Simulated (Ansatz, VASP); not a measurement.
Li3S2 in VASP and in Ansatz

INCAR

```
PREC     = Accurate       # precision mode
ENCUT    = 600            # plane-wave cutoff, eV
EDIFF    = 1E-7           # SCF threshold, eV
ISMEAR   = 0              # smearing method
SIGMA    = 0.1            # smearing width, eV
LREAL    = False          # projectors in reciprocal space
LASPH    = True           # aspherical terms in the spheres
NELM     = 60             # most SCF steps
ALGO     = Normal         # electronic algorithm
ISIF     = 3              # what is computed and relaxed
LWAVE    = False          # write WAVECAR
LCHARG   = False          # write CHGCAR
GGA      = PE             # functional
IBRION   = 2              # ionic algorithm
NSW      = 90             # ionic steps
EDIFFG   = -0.04          # ionic threshold
```

KPOINTS

```
regular mesh
0
Gamma
  4 4 4
```

The input POSCAR:

```
Li3S2
1.0
    5.7770369400      0.0000000000      0.0000000000
    0.0000000000      7.4158007400      0.0000000000
    0.0000000000      0.0000000000      4.1405577800
Li S
6 4
Direct
    0.2177483100      0.5000000000      0.0000000000
    0.2822516900      0.5000000000      0.5000000000
    0.7822516900      0.5000000000      0.0000000000
    0.7177483100      0.5000000000      0.5000000000
    0.0000000000      0.0000000000      0.0000000000
    0.5000000000      0.0000000000      0.5000000000
    0.2500000000      0.2622026100      0.2500000000
    0.2500000000      0.7377973900      0.7500000000
    0.7500000000      0.7377973900      0.7500000000
    0.7500000000      0.2622026100      0.2500000000
```

Input for Ansatz:

```yaml
crystal:
  lattice:
    - [5.77703694, 0.0, 0.0]
    - [0.0, 7.41580074, 0.0]
    - [0.0, 0.0, 4.14055778]
  atoms:
    - { symbol: Li, position: [0.21774831, 0.5, 0.0] }
    - { symbol: Li, position: [0.28225169, 0.5, 0.5] }
    - { symbol: Li, position: [0.78225169, 0.5, 0.0] }
    - { symbol: Li, position: [0.71774831, 0.5, 0.5] }
    - { symbol: Li, position: [0.0, 0.0, 0.0] }
    - { symbol: Li, position: [0.5, 0.0, 0.5] }
    - { symbol: S, position: [0.25, 0.26220261, 0.25] }
    - { symbol: S, position: [0.25, 0.73779739, 0.75] }
    - { symbol: S, position: [0.75, 0.73779739, 0.75] }
    - { symbol: S, position: [0.75, 0.26220261, 0.25] }
basis:
  ecutwfc: 420
kpoints:
  mp_grid: { grid: [4, 4, 4] }
hamiltonian:
  xc: pbe
scf:
  occupations: { method: gaussian, width: 0.1 }
  lower_state_search: "off"
output:
  forces: true
  stress: true
  eigenvalues: true
relax:
  adjacent_minimum: "off"
  f_tol: 0.04
  max_steps: 70
  cell: { stress_tol: 0.4 }
```

Alike in both runs: task relaxation of cell and atoms; functional PBE; k mesh 4 × 4 × 4; occupations gaussian, width 0.1 eV; no spin polarisation.

|  | VASP | Ansatz |
| --- | --- | --- |
| version | VASP 6.6.1 | Ansatz 0.2.0 |
| potentials or method | VASP PAW PBE potentials, release 64 (Li_sv, S), cutoff 600 eV | scalar-relativistic, plane waves, PAW |
| valence electrons in the cell | 42 | 42 |

```csv
,VASP,Ansatz,Ansatz less VASP
"gap on the k mesh at the Fermi level, each at its own relaxed structure (eV)",none,none,-
relaxed volume (Å³/atom),21.36,18.53,-2.828
relaxed cell length with the largest relative difference (Å),5.429,3.845,-1.5836
```

A gap of «none» marks a metal or a gap that the smearing closes. One of these differences is far larger than is usual between the two programs; its cause wasn't traced.

The k mesh is coarse, so the values compare programs but aren't converged. Noted on VASP's run: the cutoff is short for stress, so the pressure is rough; the volume moved by over 15 % at a fixed basis, so the end points are rough.
